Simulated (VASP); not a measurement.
PtSe2: single point with PBE

PtSe2:

```xyz
3
Lattice="0.0000 3.1309 3.1309 3.1309 0.0000 3.1309 3.1309 3.1309 0.0000" Properties=species:S:1:pos:R:3 pbc="T T T"
Pt    0.0000    0.0000    0.0000
Se    1.5654    1.5654    1.5654
Se    4.6963    4.6963    4.6963
```

* Program: VASP 6.6.1
* Task: single point
* Functional: PBE
* Potentials or basis: VASP PAW PBE potentials, release 64 (Pt, Se)
* Cutoff: 520 eV
* k mesh: 8 × 8 × 8
* Occupations: fermi-dirac, width 0.02 eV
* Spin: no spin polarisation

```json
{
 "Pressure": "1.4 GPa",
 "Band gap on the k mesh": "zero (bands 11 and 12 overlap by 0.46 eV)"
}
```

Levels at points of the mesh, in eV from the Fermi level:
```
           k point  band 7  band 8  band 9  band 10  band 11  band 12  band 13  band 14  band 15  band 16
(0.00, 0.00, 0.00)   -3.98   -1.40   -1.40    -1.40     0.01     0.01     0.01     1.53     3.15     3.15
(0.50, 0.00, 0.00)   -3.86   -3.85   -3.85    -3.84    -2.58     0.14     0.14     4.30     6.11     7.04
(0.50, 0.50, 0.00)   -4.74   -3.92   -3.64    -2.75     0.39     1.23     1.23     1.69     6.22     6.93
```

It took 45 s on 1 thread of Intel(R) Xeon(R) Platinum 8488C (Sapphire Rapids), with other jobs on the host, peak memory 0.21 GiB.

Caveat: spin-orbit coupling is left out, which moves the levels of the heavy elements.
